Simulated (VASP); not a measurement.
# PtSe2 (Sudovikovite) (P-3m1) in VASP: notebook

Runs on PtSe2 (Sudovikovite). Level: PBEsol. Tasks: single point.

All numbers are computed with VASP 6.6.1; they aren't measurements. Logs are shortened: lines on timing, memory, paths and dates and some standing lists are left out, and cuts for length are marked.

### 1 The cell of the first run

It takes space group P-3m1 (No. 164, trigonal). The conventional cell has a = 3.736 Å, b = 3.736 Å, c = 5.079 Å, α = 90.00°, β = 90.00°, γ = 120.00°. Within 3.3 Å of Pt (site symmetry -3m) lie 6 Se at 2.50 Å. Within 3.3 Å of Se (site symmetry 3m) lie 3 Pt at 2.50 Å.

### 2 Single point, PBEsol

The input, INCAR:

```
PREC = Accurate
ENCUT = 500
EDIFF = 1E-6
ISMEAR = -1
SIGMA = 0.1
LREAL = F
LASPH = T
NELM = 120
ALGO = Normal
ISIF = 2
LWAVE = F
LCHARG = F
GGA = PS
NBANDS = 18
GGA_COMPAT = F
```

The input, KPOINTS:

```
regular mesh
0
Gamma
  8 8 6
```

The input, POSCAR:

```
PtSe2
1.0
    3.7363721839      0.0000000000      0.0000000000
   -1.8681860920      3.2357936269      0.0000000000
    0.0000000000      0.0000000000      5.0788173993
Pt Se
1 2
Direct
    0.0000000000      0.0000000000      0.0000000000
    0.3333333333      0.6666666667      0.2500000000
    0.6666666667      0.3333333333      0.7500000000
```

Potentials or basis: VASP PAW PBE potentials, release 64 (Pt, Se).

Launch:

```
> cat potpaw_PBE.64/Pt/POTCAR potpaw_PBE.64/Se/POTCAR > POTCAR
> mpirun -np 1 vasp_std > vasp.out
```

OUTCAR:

```text
PREC = Accurate
   ENCUT = 500
   EDIFF = 1E-6
   ISMEAR = -1
   LREAL = F
   LASPH = T
   NELM = 120
   ISIF = 2
   GGA = PS

 ion  position               nearest neighbor table
   1  0.000  0.000  0.000-   2 2.50   3 2.50   3 2.50   2 2.50   3 2.50   2 2.50
   2  0.333  0.667  0.250-   1 2.50   1 2.50   1 2.50
   3  0.667  0.333  0.750-   1 2.50   1 2.50   1 2.50

  LATTYP: Found a hexagonal cell.
 ALAT       =     3.7363721839
 C/A-ratio  =     1.3592910849

  Lattice vectors:

 A1 = (   3.7363721839,   0.0000000000,   0.0000000000)
 A2 = (  -1.8681860920,   3.2357936269,   0.0000000000)
 A3 = (   0.0000000000,   0.0000000000,   5.0788173993)

Analysis of symmetry for initial positions (statically):
=====================================================================
 Subroutine PRICEL returns:
 Original cell was already a primitive cell.

 Routine SETGRP: Setting up the symmetry group for a
 hexagonal supercell.

 Subroutine GETGRP returns: Found 12 space group operations
 (whereof 12 operations were pure point group operations)
 out of a pool of 24 trial point group operations.

The static configuration has the point symmetry D_3d.

Analysis of symmetry for dynamics (positions and initial velocities):
=====================================================================
 Subroutine PRICEL returns:
 Original cell was already a primitive cell.

 Routine SETGRP: Setting up the symmetry group for a
 hexagonal supercell.

 Subroutine GETGRP returns: Found 12 space group operations
 (whereof 12 operations were pure point group operations)
 out of a pool of 24 trial point group operations.

The dynamic configuration has the point symmetry D_3d.

 Subroutine INISYM returns: Found 12 space group operations
 (whereof 12 operations are pure point group operations),
 and found     1 'primitive' translations

----------------------------------------------------------------------------------------

                                     Primitive cell

  volume of cell :      61.4036

  direct lattice vectors                    reciprocal lattice vectors
     3.736372184  0.000000000  0.000000000     0.267639290  0.154521597  0.000000000
    -1.868186092  3.235793627  0.000000000     0.000000000  0.309043195  0.000000000
     0.000000000  0.000000000  5.078817399     0.000000000  0.000000000  0.196896230

  length of vectors
     3.736372184  3.736372528  5.078817399     0.309043223  0.309043195  0.196896230

  position of ions in fractional coordinates (direct lattice)
     0.000000000  0.000000000  0.000000000
     0.333333333  0.666666667  0.250000000
     0.666666667  0.333333333  0.750000000

  ion indices of the primitive-cell ions
   primitive index   ion index
                 1           1
                 2           2
                 3           3

----------------------------------------------------------------------------------------

 KPOINTS: regular mesh

Automatic generation of k-mesh.
 Grid dimensions read from file:
 generate k-points for:    8    8    6

 Generating k-lattice:

  Cartesian coordinates                     Fractional coordinates (reciprocal lattice)
     0.033454911  0.019315200  0.000000000     0.125000000 -0.000000000  0.000000000
     0.000000000  0.038630399  0.000000000     0.000000000  0.125000000  0.000000000
     0.000000000  0.000000000  0.032816038     0.000000000  0.000000000  0.166666667

  Length of vectors
     0.038630403  0.038630399  0.032816038

  Shift w.r.t. Gamma in fractional coordinates (k-lattice)
     0.000000000  0.000000000  0.000000000

 Subroutine IBZKPT returns following result:
 ===========================================

 Found     50 irreducible k-points:

 Following reciprocal coordinates:
            Coordinates               Weight
  0.000000  0.000000  0.000000      1.000000
  0.125000  0.000000  0.000000      6.000000
  0.250000  0.000000  0.000000      6.000000
  0.375000  0.000000  0.000000      6.000000
  0.500000  0.000000  0.000000      3.000000
  0.125000  0.125000  0.000000      6.000000
[... 16 lines left out ...]
 -0.125000  0.500000  0.166667     12.000000
  0.250000  0.250000  0.166667     12.000000
 [... further k-points ...]
   k-points           NKPTS =     50   k-points in BZ     NKDIM =     50   number of bands    NBANDS=     18
   number of dos      NEDOS =    301   number of ions     NIONS =      3
   total plane-waves  NPLWV =  31360
   dimension x,y,z NGX =    28 NGY =   28 NGZ =   40
   dimension x,y,z NGXF=    56 NGYF=   56 NGZF=   80
   ions per type =               1   2
   NGX,Y,Z   is equivalent  to a cutoff of  12.46, 12.46, 13.09 a.u.
   NGXF,Y,Z  is equivalent  to a cutoff of  24.92, 24.92, 26.19 a.u.
 SYSTEM =  unknown system
   PREC   = accura    normal or accurate (medium, high low for compatibility)
   ISTART =      0    job   : 0-new  1-cont  2-samecut
   ICHARG =      2    charge: 1-file 2-atom 10-const
   ISPIN  =      1    spin polarized calculation?
   LNONCOLLINEAR =      F non collinear calculations
   LSORBIT =      F    spin-orbit coupling
   LASPH  =      T    aspherical Exc in radial PAW
   ENCUT  =  500.0 eV  36.75 Ry    6.06 a.u.   6.81  6.81  9.26*2*pi/ulx,y,z
   NELM   =    120;   NELMIN=  2; NELMDL= -5     # of ELM steps
   EDIFF  = 0.1E-05   stopping-criterion for ELM
   LREAL  =      F    real-space projection
   EDIFFG = 0.1E-04   stopping-criterion for IOM
   NSW    =      0    number of steps for IOM
   IBRION =     -1    ionic relax: 0-MD 1-quasi-New 2-CG
   NFREE  =      0    steps in history (QN), initial steepest desc. (CG)
   ISIF   =      2    stress and relaxation
   ISYM   =      2    0-nonsym 1-usesym 2-fastsym
   POTIM  = 0.5000    time-step for ionic-motion
   TEBEG  =    0.0;   TEEND  =   0.0 temperature during run
   PSTRESS=    0.0 pullay stress
   NELECT =      22.0000    total number of electrons
   NUPDOWN=      -1.0000    fix difference up-down
   EMIN   =  10.00;   EMAX   =-10.00  energy-range for DOS
   EFERMI =   0.00;   METHOD = LEGACY
   ISMEAR =    -1;   SIGMA  =   0.10  broadening in eV -4-tet -1-fermi 0-gaus
   EFERMI_NEDOS =   21; number of points for ismear=-14 and -15
   IALGO  =     38    algorithm
   IMIX   =      4    mixing-type and parameters
     AMIX     =   0.40;   BMIX     =  1.00
     AMIX_MAG =   1.60;   BMIX_MAG =  1.00
  volume/ion in A,a.u.               =      20.47       138.12
  Fermi-wavevector in a.u.,A,eV,Ry     =   1.162745  2.197270 18.394755  1.351976
  Thomas-Fermi vector in A             =   2.299303
   LORBIT       =      0    0 simple, 1 ext, 2 COOP (PROOUT), +10 PAW based schemes
   GGA     = PS    functional components
   LHFCALC =     F    Hartree Fock is set to
   AEXX    =    0.0000 exact exchange contribution
   IVDW    =     0    specifies the selected vdW correction
   LEPSILON=     F    determine dielectric tensor
   LRPA    =     F    only Hartree local field effects (RPA)
 non-spin polarized calculation
  energy-cutoff  :      500.00
  volume of cell :       61.40
 maximum number of plane-waves:      1574
 NGX is ok and might be reduce to    28
   NGX = 13   NGY = 13   NGZ = 19

 number of electron      21.9999998 magnetization

 Free energy of the ion-electron system (eV)
  ---------------------------------------------------
  ext. energy  EPLUGINS =         0.00000000
  ---------------------------------------------------
  free energy    TOTEN  =       -15.90450324 eV

  energy without entropy =      -15.88304411  energy(sigma->0) =      -15.89377368

 E-fermi :   6.2265     XC(G=0): -10.7577

 val. band max:        6.1582995683   @ k =   0.1250   0.0000   0.0000
 cond. band min:       6.3480218652   @ k =   0.3750   0.2500   0.0000
 fundamental gap:      0.1897222969
 Fermi energy:         6.2265300236

 k-point     1 :       0.0000    0.0000    0.0000
  band No.  band energies     occupation
      1      -9.3872      2.00000
      2      -6.6011      2.00000
      3      -0.8838      2.00000
      4      -0.1622      2.00000
      5      -0.1622      2.00000
      6       2.2948      2.00000
[... 10 lines left out ...]
     17      13.4789      0.00000
     18      17.9070      0.00000

 k-point     2 :       0.1250    0.0000    0.0000
  band No.  band energies     occupation
      1      -9.2145      2.00000
      2      -6.6761      2.00000
      3      -0.6789      2.00000
      4      -0.0520      2.00000
      5      -0.0404      2.00000
      6       2.0389      2.00000
[... 10 lines left out ...]
     17      14.0278      0.00000
     18      15.9202      0.00000

 k-point     3 :       0.2500    0.0000    0.0000
  band No.  band energies     occupation
      1      -8.7379      2.00000
      2      -6.8691      2.00000
      3      -0.1825      2.00000
      4       0.2150      2.00000
      5       0.3278      2.00000
      6       1.0758      2.00000
[... 10 lines left out ...]
     17      14.4012      0.00000
     18      14.5457      0.00000

 k-point     4 :       0.3750    0.0000    0.0000
  band No.  band energies     occupation
      1      -8.0971      2.00000
      2      -7.1348      2.00000
      3      -0.5452      2.00000
      4       0.4399      2.00000
      5       0.6868      2.00000
      6       1.2499      2.00000
[... 10 lines left out ...]
     17      13.8573      0.00000
     18      15.6404      0.00000

 k-point     5 :       0.5000    0.0000    0.0000
  band No.  band energies     occupation
      1      -7.5648      2.00000
      2      -7.4727      2.00000
      3      -1.0406      2.00000
      4       0.4995      2.00000
      5       0.9829      2.00000
      6       2.0327      2.00000
[... 10 lines left out ...]
     17      13.5497      0.00000
     18      17.4701      0.00000

 k-point     6 :       0.1250    0.1250    0.0000
  band No.  band energies     occupation
      1      -8.8894      2.00000
      2      -6.8074      2.00000
      3      -0.3059      2.00000
      4       0.1482      2.00000
      5       0.1744      2.00000
      6       1.5831      2.00000
[... 10 lines left out ...]
     17      14.4773      0.00000
     18      14.9874      0.00000

 k-point     7 :       0.2500    0.1250    0.0000
  band No.  band energies     occupation
      1      -8.3287      2.00000
      2      -7.0182      2.00000
      3       0.0102      2.00000
      4       0.2053      2.00000
      5       0.6511      2.00000
      6       0.8149      2.00000
[... 10 lines left out ...]
     17      14.0273      0.00000
     18      15.2168      0.00000

 k-point     8 :       0.3750    0.1250    0.0000
  band No.  band energies     occupation
      1      -7.7333      2.00000
      2      -7.2889      2.00000
      3      -0.8031      2.00000
      4       0.3397      2.00000
      5       0.9873      2.00000
      6       1.4428      2.00000
[... 10 lines left out ...]
     17      15.0165      0.00000
     18      15.8494      0.00000
[... 229 lines left out ...]
     17      13.9644      0.00000
     18      15.1437      0.00000

 k-point    20 :       0.2500    0.1250    0.1667
  band No.  band energies     occupation
      1      -8.2328      2.00000
      2      -7.1464      2.00000
      3      -0.0386      2.00000
      4       0.2273      2.00000
      5       0.4678      2.00000
      6       1.2416      2.00000
[... 10 lines left out ...]
     17      14.6179      0.00000
     18      14.8609      0.00000

 k-point    21 :      -0.1250    0.3750    0.1667
  band No.  band energies     occupation
      1      -8.2760      2.00000
      2      -7.0664      2.00000
      3      -0.3756      2.00000
      4       0.0919      2.00000
      5       0.5500      2.00000
      6       1.1672      2.00000
[... 10 lines left out ...]
     17      14.1852      0.00000
     18      15.6582      0.00000

 k-point    22 :       0.3750    0.1250    0.1667
  band No.  band energies     occupation
      1      -7.6299      2.00000
      2      -7.3884      2.00000
      3      -0.7975      2.00000
      4       0.3187      2.00000
      5       1.1277      2.00000
      6       1.1652      2.00000
[... 10 lines left out ...]
     17      15.3520      0.00000
     18      15.6616      0.00000

 k-point    23 :      -0.1250    0.5000    0.1667
  band No.  band energies     occupation
      1      -7.7605      2.00000
      2      -7.2264      2.00000
      3      -0.9392      2.00000
      4       0.1743      2.00000
      5       0.7328      2.00000
      6       1.7664      2.00000
[... 10 lines left out ...]
     17      15.4036      0.00000
     18      16.0584      0.00000

 k-point    24 :       0.2500    0.2500    0.1667
  band No.  band energies     occupation
      1      -7.7690      2.00000
      2      -7.2274      2.00000
      3      -0.4319      2.00000
      4       0.1035      2.00000
      5       0.4869      2.00000
      6       1.2972      2.00000
[... 10 lines left out ...]
     17      14.5963      0.00000
     18      15.2268      0.00000

 [... further k-points ...]
[... 5 lines left out ...]
  --------------------------------------------------------------------------------------
  -------------------------------------------------------------------------------------
  Total        0.4864086      0.4864087      0.0426806     -0.0000000      0.0000000     -0.0000000
  in kB       12.6916551     12.6916582      1.1136479     -0.0000000      0.0000000     -0.0000000
  external PRESSURE =       8.8323204 kB  Pullay stress =       0.0000000 kB

 VOLUME and BASIS-vectors are now :
 -----------------------------------------------------------------------------
  energy-cutoff  :      500.00
  volume of cell :       61.40
      direct lattice vectors                 reciprocal lattice vectors
     3.736372184  0.000000000  0.000000000     0.267639290  0.154521597  0.000000000
    -1.868186092  3.235793627  0.000000000     0.000000000  0.309043195  0.000000000
     0.000000000  0.000000000  5.078817399     0.000000000  0.000000000  0.196896230

 POSITION                                       TOTAL-FORCE (eV/Angst)
 -----------------------------------------------------------------------------------
      0.00000      0.00000      0.00000         0.000000      0.000000      0.000000
     -0.00000      2.15720      1.26970         0.000000     -0.000000      0.215599
      1.86819      1.07860      3.80911        -0.000000      0.000000     -0.215599
 -----------------------------------------------------------------------------------
    total drift:                               -0.000000     -0.000000     -0.000000

  FREE ENERGIE OF THE ION-ELECTRON SYSTEM (eV)
  ---------------------------------------------------
  free  energy   TOTEN  =       -15.9045032377 eV

  energy  without entropy=      -15.8830441135  energy(sigma->0) =      -15.89377368
```

Wall time 73 s (1 thread of Intel Xeon 8259CL, shared host); peak memory 0.21 GiB.

Results:

| Quantity | Value |
| --- | --- |
| Free energy | -15.9045 eV |
| Pressure | 0.9 GPa |
| Largest force | 0.216 eV/Å |
| Band gap on the k mesh | zero (band 11 reaches 6.67 eV, above the bottom of band 12 at 6.35 eV) |

Forces on the atoms (eV/Å):
```
Pt   0.000  0.000  0.000
Se   0.000  0.000  0.216
Se   0.000  0.000 -0.216
```

Levels at points of the mesh, in eV from the Fermi level:
```tsv
k point	band 9	band 10	band 11	band 12	band 13	band 14
(0.00, 0.00, 0.00)	-1.02	-1.02	0.44	1.48	1.48	3.55
(0.50, 0.00, 0.00)	-3.42	-3.35	-2.93	0.67	2.36	4.73
(0.00, 0.00, 0.50)	-1.69	-1.45	-1.45	2.31	2.31	4.74
(0.50, 0.00, 0.50)	-3.16	-2.80	-1.34	1.01	1.51	4.51
```

Caveat: the PAW data sets were made with another functional, which shifts forces and pressure a little; spin-orbit coupling is left out, which moves the levels of the heavy elements.

### 3 Single point, PBEsol

This run uses another cell than the first one, of 21.08 Å³/atom, 1.030 times its volume.

The input, INCAR:

```
SYSTEM = PtSe2
ALGO = Normal ; EDIFF = 1E-6
ENCUT = 500 ; GGA = PS
GGA_COMPAT = .FALSE. ; ISIF = 2
ISMEAR = -1 ; LASPH = .TRUE.
LCHARG = .FALSE. ; LREAL = .FALSE.
LWAVE = .FALSE. ; NBANDS = 18
NELM = 120 ; PREC = Accurate
SIGMA = 0.1
```

The input, KPOINTS:

```
k-points
0
G
  8 8 6
  0 0 0
```

The input, POSCAR:

```
PtSe2
1.0
    3.7730056198      0.0000000000      0.0000000000
   -1.8865028099      3.2675191169      0.0000000000
    0.0000000000      0.0000000000      5.1286129021
Pt Se
1 2
Direct
    0.0000000000      0.0000000000      0.0000000000
    0.3333333333      0.6666666667      0.2500000000
    0.6666666667      0.3333333333      0.7500000000
```

Potentials or basis: VASP PAW PBE potentials, release 64 (Pt, Se).

Launch:

```
> cat potpaw_PBE.64/Pt/POTCAR potpaw_PBE.64/Se/POTCAR > POTCAR
> mpirun -np 1 vasp_std > vasp.out
```

Wall time 72 s (1 thread of Intel Xeon 8259CL, shared host); peak memory 0.21 GiB.

The run converged. Its results:

```
Free energy            : -15.8937 eV
Pressure               : -2.7 GPa
Largest force          : 0.128 eV/Å
Band gap on the k mesh : zero (band 11 reaches 6.26 eV, above the bottom of band 12 at 5.95 eV)
```

Forces on the atoms (eV/Å):
```
Pt   0.000  0.000  0.000
Se   0.000  0.000 -0.128
Se   0.000  0.000  0.128
```

Stress tensor (GPa, compression positive):
```
-2.77  0.00  0.00
 0.00 -2.77  0.00
 0.00  0.00 -2.60
```

Levels at points of the mesh, in eV from the Fermi level:
```
           k point  band 7  band 8  band 9  band 10  band 11  band 12  band 13  band 14  band 15  band 16
(0.00, 0.00, 0.00)   -3.75   -2.42   -0.97    -0.97     0.44     1.44     1.44     3.63     3.86     7.27
(0.50, 0.00, 0.00)   -3.50   -3.34   -3.27    -3.20    -2.84     0.66     2.27     4.66     5.77     7.01
(0.00, 0.00, 0.50)   -3.78   -2.80   -1.69    -1.39    -1.39     2.23     2.23     4.77     6.04     6.75
(0.50, 0.00, 0.50)   -3.31   -3.28   -3.02    -2.68    -1.28     1.00     1.43     4.42     4.78     7.18
```

Caveat: the PAW data sets were made with another functional, which shifts forces and pressure a little; spin-orbit coupling is left out, which moves the levels of the heavy elements.

(Part 1 of 2 ends here.)
